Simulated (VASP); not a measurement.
# PbO2 (Fm-3m) in VASP: single point with LDA

Aim: the single point of PbO2 with LDA.

All numbers are computed with VASP 6.6.1; they aren't measurements. Logs are shortened: lines on timing, memory, paths and dates and some standing lists are left out, and cuts for length are marked.

### Step 1. The cell of the first run

The structure is cubic, space group Fm-3m (No. 225). The conventional cell has a = 5.140 Å, b = 5.140 Å, c = 5.140 Å, α = 90.00°, β = 90.00°, γ = 90.00°. Pb (site symmetry m-3m) has 8 O at 2.23 Å within 2.9 Å. O (site symmetry -43m) has 4 Pb at 2.23 Å and 6 O at 2.57 Å within 2.9 Å.

### Step 2. Single point, LDA

INCAR

```
PREC = Accurate
ENCUT = 520
EDIFF = 1E-6
ISMEAR = -1
SIGMA = 0.05
LREAL = F
LASPH = T
NELM = 80
ALGO = Normal
ISIF = 2
LWAVE = F
LCHARG = F
NBANDS = 20
```

KPOINTS

```
regular mesh
0
Gamma
  7 7 7
```

POSCAR

```
PbO2
1.0
    0.0000000000      2.5700000000      2.5700000000
    2.5700000000      0.0000000000      2.5700000000
    2.5700000000      2.5700000000      0.0000000000
Pb O
1 2
Direct
    0.0000000000      0.0000000000      0.0000000000
    0.2500000000      0.2500000000      0.2500000000
    0.7500000000      0.7500000000      0.7500000000
```

Potentials or basis: VASP PAW LDA potentials, release 64 (Pb_d, O).

Command:

```bash
$ cat potpaw_LDA.64/Pb_d/POTCAR potpaw_LDA.64/O/POTCAR > POTCAR
$ mpirun -np 1 vasp_std > vasp.out
```

OUTCAR:

```text
PREC = Accurate
   ENCUT = 520
   EDIFF = 1E-6
   ISMEAR = -1
   LREAL = F
   LASPH = T
   NELM = 80
   ISIF = 2

 ion  position               nearest neighbor table
   1  0.000  0.000  0.000-   3 2.23   3 2.23   3 2.23   2 2.23   3 2.23   2 2.23   2 2.23   2 2.23

   2  0.250  0.250  0.250-   1 2.23   1 2.23   1 2.23   1 2.23
   3  0.750  0.750  0.750-   1 2.23   1 2.23   1 2.23   1 2.23

  LATTYP: Found a face centered cubic cell.
 ALAT       =     5.1400000000

  Lattice vectors:

 A1 = (   0.0000000000,   2.5700000000,   2.5700000000)
 A2 = (   2.5700000000,   0.0000000000,   2.5700000000)
 A3 = (   2.5700000000,   2.5700000000,   0.0000000000)

Analysis of symmetry for initial positions (statically):
=====================================================================
 Subroutine PRICEL returns:
 Original cell was already a primitive cell.

 Routine SETGRP: Setting up the symmetry group for a
 face centered cubic supercell.

 Subroutine GETGRP returns: Found 48 space group operations
 (whereof 48 operations were pure point group operations)
 out of a pool of 48 trial point group operations.

The static configuration has the point symmetry O_h .

Analysis of symmetry for dynamics (positions and initial velocities):
=====================================================================
 Subroutine PRICEL returns:
 Original cell was already a primitive cell.

 Routine SETGRP: Setting up the symmetry group for a
 face centered cubic supercell.

 Subroutine GETGRP returns: Found 48 space group operations
 (whereof 48 operations were pure point group operations)
 out of a pool of 48 trial point group operations.

The dynamic configuration has the point symmetry O_h .

 Subroutine INISYM returns: Found 48 space group operations
 (whereof 48 operations are pure point group operations),
 and found     1 'primitive' translations

----------------------------------------------------------------------------------------

                                     Primitive cell

  volume of cell :      33.9492

  direct lattice vectors                    reciprocal lattice vectors
     0.000000000  2.570000000  2.570000000    -0.194552529  0.194552529  0.194552529
     2.570000000  0.000000000  2.570000000     0.194552529 -0.194552529  0.194552529
     2.570000000  2.570000000  0.000000000     0.194552529  0.194552529 -0.194552529

  length of vectors
     3.634528855  3.634528855  3.634528855     0.336974865  0.336974865  0.336974865

  position of ions in fractional coordinates (direct lattice)
     0.000000000  0.000000000  0.000000000
     0.250000000  0.250000000  0.250000000
     0.750000000  0.750000000  0.750000000

  ion indices of the primitive-cell ions
   primitive index   ion index
                 1           1
                 2           2
                 3           3

----------------------------------------------------------------------------------------

 KPOINTS: regular mesh

Automatic generation of k-mesh.
 Grid dimensions read from file:
 generate k-points for:    7    7    7

 Generating k-lattice:

  Cartesian coordinates                     Fractional coordinates (reciprocal lattice)
    -0.027793218  0.027793218  0.027793218     0.142857143  0.000000000  0.000000000
     0.027793218 -0.027793218  0.027793218     0.000000000  0.142857143  0.000000000
     0.027793218  0.027793218 -0.027793218     0.000000000  0.000000000  0.142857143

  Length of vectors
     0.048139266  0.048139266  0.048139266

  Shift w.r.t. Gamma in fractional coordinates (k-lattice)
     0.000000000  0.000000000  0.000000000

 Subroutine IBZKPT returns following result:
 ===========================================

 Found     20 irreducible k-points:

 Following reciprocal coordinates:
            Coordinates               Weight
  0.000000  0.000000  0.000000      1.000000
  0.142857  0.000000  0.000000      8.000000
  0.285714  0.000000  0.000000      8.000000
  0.428571  0.000000  0.000000      8.000000
  0.142857  0.142857  0.000000      6.000000
  0.285714  0.142857  0.000000     24.000000
[... 12 lines left out ...]
 -0.428571  0.428571  0.142857     24.000000
 -0.285714  0.428571  0.142857     24.000000
   k-points           NKPTS =     20   k-points in BZ     NKDIM =     20   number of bands    NBANDS=     20
   number of dos      NEDOS =    301   number of ions     NIONS =      3
   total plane-waves  NPLWV =  21952
   dimension x,y,z NGX =    28 NGY =   28 NGZ =   28
   dimension x,y,z NGXF=    56 NGYF=   56 NGZF=   56
   ions per type =               1   2
   NGX,Y,Z   is equivalent  to a cutoff of  12.81, 12.81, 12.81 a.u.
   NGXF,Y,Z  is equivalent  to a cutoff of  25.61, 25.61, 25.61 a.u.
 SYSTEM =  unknown system
   PREC   = accura    normal or accurate (medium, high low for compatibility)
   ISTART =      0    job   : 0-new  1-cont  2-samecut
   ICHARG =      2    charge: 1-file 2-atom 10-const
   ISPIN  =      1    spin polarized calculation?
   LNONCOLLINEAR =      F non collinear calculations
   LSORBIT =      F    spin-orbit coupling
   LASPH  =      T    aspherical Exc in radial PAW
   ENCUT  =  520.0 eV  38.22 Ry    6.18 a.u.   6.76  6.76  6.76*2*pi/ulx,y,z
   NELM   =     80;   NELMIN=  2; NELMDL= -5     # of ELM steps
   EDIFF  = 0.1E-05   stopping-criterion for ELM
   LREAL  =      F    real-space projection
   EDIFFG = 0.1E-04   stopping-criterion for IOM
   NSW    =      0    number of steps for IOM
   IBRION =     -1    ionic relax: 0-MD 1-quasi-New 2-CG
   NFREE  =      0    steps in history (QN), initial steepest desc. (CG)
   ISIF   =      2    stress and relaxation
   ISYM   =      2    0-nonsym 1-usesym 2-fastsym
   POTIM  = 0.5000    time-step for ionic-motion
   TEBEG  =    0.0;   TEEND  =   0.0 temperature during run
   PSTRESS=    0.0 pullay stress
   NELECT =      26.0000    total number of electrons
   NUPDOWN=      -1.0000    fix difference up-down
   EMIN   =  10.00;   EMAX   =-10.00  energy-range for DOS
   EFERMI =   0.00;   METHOD = LEGACY
   ISMEAR =    -1;   SIGMA  =   0.05  broadening in eV -4-tet -1-fermi 0-gaus
   EFERMI_NEDOS =   21; number of points for ismear=-14 and -15
   IALGO  =     38    algorithm
   IMIX   =      4    mixing-type and parameters
     AMIX     =   0.40;   BMIX     =  1.00
     AMIX_MAG =   1.60;   BMIX_MAG =  1.00
  volume/ion in A,a.u.               =      11.32        76.37
  Fermi-wavevector in a.u.,A,eV,Ry     =   1.497808  2.830447 30.523704  2.243429
  Thomas-Fermi vector in A             =   2.609648
   LORBIT       =      0    0 simple, 1 ext, 2 COOP (PROOUT), +10 PAW based schemes
   GGA     = CA    functional components
   LHFCALC =     F    Hartree Fock is set to
   AEXX    =    0.0000 exact exchange contribution
   IVDW    =     0    specifies the selected vdW correction
   LEPSILON=     F    determine dielectric tensor
   LRPA    =     F    only Hartree local field effects (RPA)
 non-spin polarized calculation
  energy-cutoff  :      520.00
  volume of cell :       33.95
 maximum number of plane-waves:       941
   NGX = 13   NGY = 13   NGZ = 13

 number of electron      25.9999990 magnetization

 Free energy of the ion-electron system (eV)
  ---------------------------------------------------
  ext. energy  EPLUGINS =         0.00000000
  ---------------------------------------------------
  free energy    TOTEN  =       -18.00098476 eV

  energy without entropy =      -17.99952431  energy(sigma->0) =      -18.00025453

 E-fermi :   7.5291     XC(G=0): -12.4866

 val. band max:        7.3370410701   @ k =  -0.2857   0.4286   0.1429
 cond. band min:       8.1637727237   @ k =   0.1429   0.0000   0.0000
 fundamental gap:      0.8267316536
 Fermi energy:         7.5291245974

 k-point     1 :       0.0000    0.0000    0.0000
  band No.  band energies     occupation
      1     -12.2186      2.00000
      2      -8.4983      2.00000
      3      -8.4983      2.00000
      4      -8.4983      2.00000
      5      -8.1737      2.00000
      6      -8.0280      2.00000
[... 12 lines left out ...]
     19      23.6383      0.00000
     20      23.6383      0.00000

 k-point     2 :       0.1429    0.0000    0.0000
  band No.  band energies     occupation
      1     -12.0035      2.00000
      2      -9.3469      2.00000
      3      -8.4569      2.00000
      4      -8.4569      2.00000
      5      -8.0313      2.00000
      6      -8.0313      2.00000
[... 12 lines left out ...]
     19      23.5148      0.00000
     20      23.5148      0.00000

 k-point     3 :       0.2857    0.0000    0.0000
  band No.  band energies     occupation
      1     -11.5201      2.00000
      2      -9.9573      2.00000
      3      -8.3861      2.00000
      4      -8.3861      2.00000
      5      -8.0122      2.00000
      6      -8.0122      2.00000
[... 12 lines left out ...]
     19      23.3499      0.00000
     20      23.5579      0.00000

 k-point     4 :       0.4286    0.0000    0.0000
  band No.  band energies     occupation
      1     -11.2839      2.00000
      2      -9.9212      2.00000
      3      -8.3598      2.00000
      4      -8.3598      2.00000
      5      -7.9617      2.00000
      6      -7.9617      2.00000
[... 12 lines left out ...]
     19      23.2045      0.00000
     20      23.2045      0.00000

 k-point     5 :       0.1429    0.1429    0.0000
  band No.  band energies     occupation
      1     -11.9253      2.00000
      2      -9.5329      2.00000
      3      -8.4206      2.00000
      4      -8.4206      2.00000
      5      -8.0658      2.00000
      6      -8.0072      2.00000
[... 12 lines left out ...]
     19      23.4525      0.00000
     20      23.6136      0.00000
[... 261 lines left out ...]
      6      -7.8821      2.00000
[... 12 lines left out ...]
     19      23.5784      0.00000
     20      25.8615      0.00000

 k-point    18 :      -0.4286    0.2857    0.1429
  band No.  band energies     occupation
      1     -10.9207      2.00000
      2     -10.4884      2.00000
      3      -8.1893      2.00000
      4      -8.1653      2.00000
      5      -7.9935      2.00000
      6      -7.4498      2.00000
[... 12 lines left out ...]
     19      23.6072      0.00000
     20      25.6463      0.00000

 k-point    19 :      -0.4286    0.4286    0.1429
  band No.  band energies     occupation
      1     -10.8371      2.00000
      2     -10.5207      2.00000
      3      -8.2264      2.00000
      4      -8.0682      2.00000
      5      -7.9703      2.00000
      6      -7.6198      2.00000
[... 12 lines left out ...]
     19      24.0960      0.00000
     20      25.0761      0.00000

 k-point    20 :      -0.2857    0.4286    0.1429
  band No.  band energies     occupation
      1     -10.7863      2.00000
      2     -10.5990      2.00000
      3      -8.1846      2.00000
      4      -8.0724      2.00000
      5      -8.0038      2.00000
      6      -7.0112      2.00000
[... 12 lines left out ...]
     19      24.0810      0.00000
     20      25.1183      0.00000

------------------------ aborting loop because EDIFF is reached ----------------------------------------

  FORCE on cell =-STRESS in cart. coord.  units (eV):
  Direction    XX          YY          ZZ          XY          YZ          ZX
  --------------------------------------------------------------------------------------
  -------------------------------------------------------------------------------------
  Total        3.5353115      3.5353115      3.5353115      0.0000000     -0.0000000      0.0000000
  in kB      166.8433525    166.8433525    166.8433525      0.0000000     -0.0000000      0.0000000
  external PRESSURE =     166.8433525 kB  Pullay stress =       0.0000000 kB

 VOLUME and BASIS-vectors are now :
 -----------------------------------------------------------------------------
  energy-cutoff  :      520.00
  volume of cell :       33.95
      direct lattice vectors                 reciprocal lattice vectors
     0.000000000  2.570000000  2.570000000    -0.194552529  0.194552529  0.194552529
     2.570000000  0.000000000  2.570000000     0.194552529 -0.194552529  0.194552529
     2.570000000  2.570000000  0.000000000     0.194552529  0.194552529 -0.194552529

 POSITION                                       TOTAL-FORCE (eV/Angst)
 -----------------------------------------------------------------------------------
      0.00000      0.00000      0.00000         0.000000     -0.000000      0.000000
      1.28500      1.28500      1.28500         0.000000      0.000000      0.000000
      3.85500      3.85500      3.85500        -0.000000      0.000000     -0.000000
 -----------------------------------------------------------------------------------
    total drift:                                0.000000     -0.000000      0.000000

  FREE ENERGIE OF THE ION-ELECTRON SYSTEM (eV)
  ---------------------------------------------------
  free  energy   TOTEN  =       -18.0009847587 eV

  energy  without entropy=      -17.9995243093  energy(sigma->0) =      -18.00025453
```

Run time: 22 s. Hardware: 1 thread of Intel Xeon 8259CL, shared host; peak memory 0.15 GiB.

Results:

```yaml
Free_energy: -18.0010 eV
Pressure: 16.7 GPa
Band_gap_on_the_k_mesh: zero (band 13 reaches 7.34 eV, above the bottom of band 14 at 5.97 eV)
```

Levels at points of the mesh, in eV from the Fermi level:
| k point | band 10 | band 11 | band 12 | band 13 | band 14 | band 15 | band 16 | band 17 |
| --- | --- | --- | --- | --- | --- | --- | --- | --- |
| (0.00, 0.00, 0.00) | -2.30 | -1.64 | -1.64 | -1.64 | -1.56 | 7.06 | 7.06 | 7.06 |

Caveat: spin-orbit coupling is left out, which moves the levels of the heavy elements.
